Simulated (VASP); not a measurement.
Set up this calculation in VASP 6.6.1, as the native input.

- Task: single point
- Functional: PBE
- Potentials or basis: VASP PAW PBE potentials, release 64 (W_sv)
- Cutoff: 520 eV
- k mesh: 26 × 26 × 26
- Occupations: gaussian, width 0.15 eV
- Spin: no spin polarisation
- Dipole correction: no
- Further INCAR settings: ALGO = Fast; EDIFF = 1e-06; NBANDS = 13

The structure of W lies in POSCAR:

```
W
1.0
   -1.5440259427      1.5440259427      1.6395327021
    1.5440259427     -1.5440259427      1.6395327021
    1.5440259427      1.5440259427     -1.6395327021
W
1
Direct
    0.0000000000      0.0000000000      0.0000000000
```

This cell differs from its parent crystal: strain -0.030 along x and y, +0.030 along z.

These files were run (other wordings do the same):

INCAR

```
ALGO = Fast
EDIFF = 1E-6
ENCUT = 520
GGA = PE
ISIF = 2
ISMEAR = 0
LASPH = True
LCHARG = False
LREAL = False
LWAVE = False
NBANDS = 13
NELM = 80
PREC = Accurate
SIGMA = 0.15
```

KPOINTS

```
k-points
0
Gamma
  26 26 26
```

Potentials or basis: VASP PAW PBE potentials, release 64 (W_sv).

The run is started by

```bash
$ cat potpaw_PBE.64/W_sv/POTCAR > POTCAR
$ mpirun -np 1 vasp_std > vasp.out
```

It gave:

```yaml
Pressure: 11.4 GPa
Band_gap_on_the_k_mesh: zero (band 7 reaches 16.75 eV, above the bottom of band 8 at 10.74 eV)
```

Caveat: the cell differs from its parent crystal (strain -0.030 along x and y, +0.030 along z); spin-orbit coupling is left out, which moves the levels of the heavy elements.

Run time: 3.5 min on 1 thread of Intel(R) Xeon(R) Platinum 8259CL CPU @ 2.50GHz (Skylake/Cascade Lake), with other jobs on the host, peak memory 0.34 GiB.
